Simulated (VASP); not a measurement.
# TlCl (Pm-3m) in VASP: notebook

TlCl is run at these levels: r2SCAN; tasks: single point, relaxation of cell and atoms.

Everything below comes from runs of VASP 6.6.1. Logs are shortened: lines on timing, memory, paths and dates and some standing lists are left out, and cuts for length are marked.

**1. The cell of the first run**

The structure is cubic, space group Pm-3m (No. 221). Conventional cell: a = 3.837 Å, b = 3.837 Å, c = 3.837 Å, α = 90.00°, β = 90.00°, γ = 90.00°. Within 4.4 Å of Tl (site symmetry m-3m) lie 8 Cl at 3.32 Å and 6 Tl at 3.84 Å. Within 4.4 Å of Cl (site symmetry m-3m) lie 8 Tl at 3.32 Å and 6 Cl at 3.84 Å.

**2. Single point, r2SCAN**

The input, POSCAR:

```
TlCl
1.0
    3.8370264146      0.0000000000      0.0000000000
    0.0000000000      3.8370264146      0.0000000000
    0.0000000000      0.0000000000      3.8370264146
Tl Cl
1 1
Direct
    0.0000000000      0.0000000000      0.0000000000
    0.5000000000      0.5000000000      0.5000000000
```

The input, INCAR.step1:

```
SYSTEM = TlCl
ALGO = Normal
EDIFF = 1E-5
ENCUT = 550
GGA = PE
GGA_COMPAT = .FALSE.
ISMEAR = 0
LASPH = .TRUE.
LCHARG = .FALSE.
LREAL = .FALSE.
LWAVE = .TRUE.
NBANDS = 17
NELM = 120
PREC = Accurate
SIGMA = 0.02
```

The input, INCAR.step2:

```
SYSTEM = TlCl
ALGO = Normal
EDIFF = 1E-6
ENCUT = 550
GGA_COMPAT = .FALSE.
ISIF = 2
ISMEAR = 0
ISTART = 1
LASPH = .TRUE.
LCHARG = .FALSE.
LMIXTAU = .TRUE.
LREAL = .FALSE.
LWAVE = .FALSE.
METAGGA = R2SCAN
NBANDS = 17
NELM = 120
PREC = Accurate
SIGMA = 0.02
```

The input, KPOINTS:

```
k-points
0
G
  8 8 8
  0 0 0
```

Potentials or basis: VASP PAW PBE potentials, release 64 (Tl_d, Cl).

Run with:

```
> cat potpaw_PBE.64/Tl_d/POTCAR potpaw_PBE.64/Cl/POTCAR > POTCAR
> cp INCAR.step1 INCAR
> mpirun -np 1 vasp_std > vasp.out
> cp INCAR.step2 INCAR
> mpirun -np 1 vasp_std > vasp.out
```

OUTCAR:

```text
SYSTEM = TlCl
   EDIFF = 1E-6
   ENCUT = 550
   ISIF = 2
   ISMEAR = 0
   ISTART = 1
   LASPH = .TRUE.
   LREAL = .FALSE.
   METAGGA = R2SCAN
   NELM = 120
   PREC = Accurate

 ion  position               nearest neighbor table
   1  0.000  0.000  0.000-   2 3.32   2 3.32   2 3.32   2 3.32   2 3.32   2 3.32   2 3.32   2 3.32

   2  0.500  0.500  0.500-   1 3.32   1 3.32   1 3.32   1 3.32   1 3.32   1 3.32   1 3.32   1 3.32

  LATTYP: Found a simple cubic cell.
 ALAT       =     3.8370264146

  Lattice vectors:

 A1 = (   3.8370264146,   0.0000000000,   0.0000000000)
 A2 = (   0.0000000000,   3.8370264146,   0.0000000000)
 A3 = (   0.0000000000,   0.0000000000,   3.8370264146)

Analysis of symmetry for initial positions (statically):
=====================================================================
 Subroutine PRICEL returns:
 Original cell was already a primitive cell.

 Routine SETGRP: Setting up the symmetry group for a
 simple cubic supercell.

 Subroutine GETGRP returns: Found 48 space group operations
 (whereof 48 operations were pure point group operations)
 out of a pool of 48 trial point group operations.

The static configuration has the point symmetry O_h .

Analysis of symmetry for dynamics (positions and initial velocities):
=====================================================================
 Subroutine PRICEL returns:
 Original cell was already a primitive cell.

 Routine SETGRP: Setting up the symmetry group for a
 simple cubic supercell.

 Subroutine GETGRP returns: Found 48 space group operations
 (whereof 48 operations were pure point group operations)
 out of a pool of 48 trial point group operations.

The dynamic configuration has the point symmetry O_h .

 Subroutine INISYM returns: Found 48 space group operations
 (whereof 48 operations are pure point group operations),
 and found     1 'primitive' translations

----------------------------------------------------------------------------------------

                                     Primitive cell

  volume of cell :      56.4917

  direct lattice vectors                    reciprocal lattice vectors
     3.837026415  0.000000000  0.000000000     0.260618482  0.000000000  0.000000000
     0.000000000  3.837026415  0.000000000     0.000000000  0.260618482  0.000000000
     0.000000000  0.000000000  3.837026415     0.000000000  0.000000000  0.260618482

  length of vectors
     3.837026415  3.837026415  3.837026415     0.260618482  0.260618482  0.260618482

  position of ions in fractional coordinates (direct lattice)
     0.000000000  0.000000000  0.000000000
     0.500000000  0.500000000  0.500000000

  ion indices of the primitive-cell ions
   primitive index   ion index
                 1           1
                 2           2

----------------------------------------------------------------------------------------

 KPOINTS: k-points

Automatic generation of k-mesh.
 Grid dimensions read from file:
 generate k-points for:    8    8    8

 Generating k-lattice:

  Cartesian coordinates                     Fractional coordinates (reciprocal lattice)
     0.032577310  0.000000000  0.000000000     0.125000000  0.000000000  0.000000000
     0.000000000  0.032577310  0.000000000     0.000000000  0.125000000  0.000000000
     0.000000000  0.000000000  0.032577310     0.000000000  0.000000000  0.125000000

  Length of vectors
     0.032577310  0.032577310  0.032577310

  Shift w.r.t. Gamma in fractional coordinates (k-lattice)
     0.000000000  0.000000000  0.000000000

 Subroutine IBZKPT returns following result:
 ===========================================

 Found     35 irreducible k-points:

 Following reciprocal coordinates:
            Coordinates               Weight
  0.000000  0.000000  0.000000      1.000000
  0.125000  0.000000  0.000000      6.000000
  0.250000  0.000000  0.000000      6.000000
  0.375000  0.000000  0.000000      6.000000
  0.500000  0.000000  0.000000      3.000000
  0.125000  0.125000  0.000000     12.000000
[... 16 lines left out ...]
  0.375000  0.375000  0.125000     24.000000
  0.500000  0.375000  0.125000     24.000000
 [... further k-points ...]
   k-points           NKPTS =     35   k-points in BZ     NKDIM =     35   number of bands    NBANDS=     17
   number of dos      NEDOS =    301   number of ions     NIONS =      2
   total plane-waves  NPLWV =  27000
   dimension x,y,z NGX =    30 NGY =   30 NGZ =   30
   dimension x,y,z NGXF=    60 NGYF=   60 NGZF=   60
   ions per type =               1   1
   NGX,Y,Z   is equivalent  to a cutoff of  13.00, 13.00, 13.00 a.u.
   NGXF,Y,Z  is equivalent  to a cutoff of  26.00, 26.00, 26.00 a.u.
 SYSTEM =  TlCl
   PREC   = accura    normal or accurate (medium, high low for compatibility)
   ISTART =      1    job   : 0-new  1-cont  2-samecut
   ICHARG =      0    charge: 1-file 2-atom 10-const
   ISPIN  =      1    spin polarized calculation?
   LNONCOLLINEAR =      F non collinear calculations
   LSORBIT =      F    spin-orbit coupling
   LASPH  =      T    aspherical Exc in radial PAW
   ENCUT  =  550.0 eV  40.42 Ry    6.36 a.u.   7.34  7.34  7.34*2*pi/ulx,y,z
   NELM   =    120;   NELMIN=  2; NELMDL=  0     # of ELM steps
   EDIFF  = 0.1E-05   stopping-criterion for ELM
   LREAL  =      F    real-space projection
   EDIFFG = 0.1E-04   stopping-criterion for IOM
   NSW    =      0    number of steps for IOM
   IBRION =     -1    ionic relax: 0-MD 1-quasi-New 2-CG
   NFREE  =      0    steps in history (QN), initial steepest desc. (CG)
   ISIF   =      2    stress and relaxation
   ISYM   =      2    0-nonsym 1-usesym 2-fastsym
   POTIM  = 0.5000    time-step for ionic-motion
   TEBEG  =    0.0;   TEEND  =   0.0 temperature during run
   PSTRESS=    0.0 pullay stress
   NELECT =      20.0000    total number of electrons
   NUPDOWN=      -1.0000    fix difference up-down
   EMIN   =  10.00;   EMAX   =-10.00  energy-range for DOS
   EFERMI =   0.00;   METHOD = LEGACY
   ISMEAR =     0;   SIGMA  =   0.02  broadening in eV -4-tet -1-fermi 0-gaus
   EFERMI_NEDOS =   21; number of points for ismear=-14 and -15
   IALGO  =     38    algorithm
   IMIX   =      4    mixing-type and parameters
     AMIX     =   0.40;   BMIX     =  1.00
     AMIX_MAG =   1.60;   BMIX_MAG =  1.00
  volume/ion in A,a.u.               =      28.25       190.61
  Fermi-wavevector in a.u.,A,eV,Ry     =   1.158128  2.188545 18.248969  1.341261
  Thomas-Fermi vector in A             =   2.294733
   LORBIT       =      0    0 simple, 1 ext, 2 COOP (PROOUT), +10 PAW based schemes
   METAGGA = R2SCAN    functional components
   LHFCALC =     F    Hartree Fock is set to
   AEXX    =    0.0000 exact exchange contribution
   IVDW    =     0    specifies the selected vdW correction
   LEPSILON=     F    determine dielectric tensor
   LRPA    =     F    only Hartree local field effects (RPA)
 non-spin polarized calculation
 Gauss-broadening in eV      SIGMA  =   0.02
  energy-cutoff  :      550.00
  volume of cell :       56.49
 maximum number of plane-waves:      1675
 NGX is ok and might be reduce to    30
   NGX = 15   NGY = 15   NGZ = 15

 number of electron      20.0000005 magnetization

 Free energy of the ion-electron system (eV)
  ---------------------------------------------------
  ext. energy  EPLUGINS =         0.00000000
  ---------------------------------------------------
  free energy    TOTEN  =       -61.54968131 eV

  energy without entropy =      -61.54968131  energy(sigma->0) =      -61.54968131

 E-fermi :   2.5719     XC(G=0):  -9.6166

 val. band max:        2.3946842963   @ k =   0.5000   0.0000   0.0000
 cond. band min:       4.9072203085   @ k =   0.5000   0.0000   0.0000
 fundamental gap:      2.5125360122
 Fermi energy:         2.5718683426

 k-point     1 :       0.0000    0.0000    0.0000
  band No.  band energies     occupation
      1     -12.0028      2.00000
      2      -7.8789      2.00000
      3      -7.8789      2.00000
      4      -7.6297      2.00000
      5      -7.6297      2.00000
      6      -7.6297      2.00000
[... 9 lines left out ...]
     16      15.6697      0.00000
     17      17.3317      0.00000

 k-point     2 :       0.1250    0.0000    0.0000
  band No.  band energies     occupation
      1     -11.9684      2.00000
      2      -7.8769      2.00000
      3      -7.8529      2.00000
      4      -7.6415      2.00000
      5      -7.6415      2.00000
      6      -7.6286      2.00000
[... 9 lines left out ...]
     16      16.5129      0.00000
     17      17.1769      0.00000

 k-point     3 :       0.2500    0.0000    0.0000
  band No.  band energies     occupation
      1     -11.8830      2.00000
      2      -7.8720      2.00000
      3      -7.7916      2.00000
      4      -7.6699      2.00000
      5      -7.6699      2.00000
      6      -7.6260      2.00000
[... 9 lines left out ...]
     16      16.3123      0.00000
     17      17.2972      0.00000

 k-point     4 :       0.3750    0.0000    0.0000
  band No.  band energies     occupation
      1     -11.7937      2.00000
      2      -7.8671      2.00000
      3      -7.7330      2.00000
      4      -7.6979      2.00000
      5      -7.6979      2.00000
      6      -7.6234      2.00000
[... 9 lines left out ...]
     16      15.4792      0.00000
     17      17.3048      0.00000
[... 343 lines left out ...]
      1     -11.6798      2.00000
      2      -7.7830      2.00000
      3      -7.7286      2.00000
      4      -7.6706      2.00000
      5      -7.6669      2.00000
      6      -7.6448      2.00000
[... 9 lines left out ...]
     16      14.9720      0.00000
     17      17.3463      0.00000

 k-point    23 :       0.3750    0.3750    0.1250
  band No.  band energies     occupation
      1     -11.6574      2.00000
      2      -7.7644      2.00000
      3      -7.7139      2.00000
      4      -7.6962      2.00000
      5      -7.6613      2.00000
      6      -7.6182      2.00000
[... 9 lines left out ...]
     16      14.7968      0.00000
     17      16.5730      0.00000

 k-point    24 :       0.5000    0.3750    0.1250
  band No.  band energies     occupation
      1     -11.6367      2.00000
      2      -7.7578      2.00000
      3      -7.7174      2.00000
      4      -7.6948      2.00000
      5      -7.6665      2.00000
      6      -7.5933      2.00000
[... 9 lines left out ...]
     16      14.6934      0.00000
     17      16.9249      0.00000

 [... further k-points ...]
[... 5 lines left out ...]
  --------------------------------------------------------------------------------------
  -------------------------------------------------------------------------------------
  Total       -0.0085615     -0.0085615     -0.0085615     -0.0000000      0.0000000     -0.0000000
  in kB       -0.2428153     -0.2428153     -0.2428153     -0.0000000      0.0000000     -0.0000000
  external PRESSURE =      -0.2428153 kB  Pullay stress =       0.0000000 kB

 VOLUME and BASIS-vectors are now :
 -----------------------------------------------------------------------------
  energy-cutoff  :      550.00
  volume of cell :       56.49
      direct lattice vectors                 reciprocal lattice vectors
     3.837026415  0.000000000  0.000000000     0.260618482  0.000000000  0.000000000
     0.000000000  3.837026415  0.000000000     0.000000000  0.260618482  0.000000000
     0.000000000  0.000000000  3.837026415     0.000000000  0.000000000  0.260618482

 POSITION                                       TOTAL-FORCE (eV/Angst)
 -----------------------------------------------------------------------------------
      0.00000      0.00000      0.00000         0.000000      0.000000      0.000000
      1.91851      1.91851      1.91851         0.000000      0.000000      0.000000
 -----------------------------------------------------------------------------------
    total drift:                                0.000000     -0.000000     -0.000000

  FREE ENERGIE OF THE ION-ELECTRON SYSTEM (eV)
  ---------------------------------------------------
  free  energy   TOTEN  =       -61.5496813091 eV

  energy  without entropy=      -61.5496813091  energy(sigma->0) =      -61.54968131
```

Run time: 53 s. Hardware: 1 thread of Intel Xeon 6975P-C (Granite Rapids), shared host; peak memory 0.19 GiB.

What came out:

```yaml
Free_energy: -61.5497 eV
Pressure: 0.0 GPa
Band_gap_on_the_k_mesh: 2.51 eV, direct
```

Caveat: the PAW data sets were made with another functional, which shifts forces and pressure a little; spin-orbit coupling is left out, which moves the levels of the heavy elements. r2SCAN opens gaps a little over a GGA but as a rule still falls short of measured ones.

(Continued in part 2 of 2.)
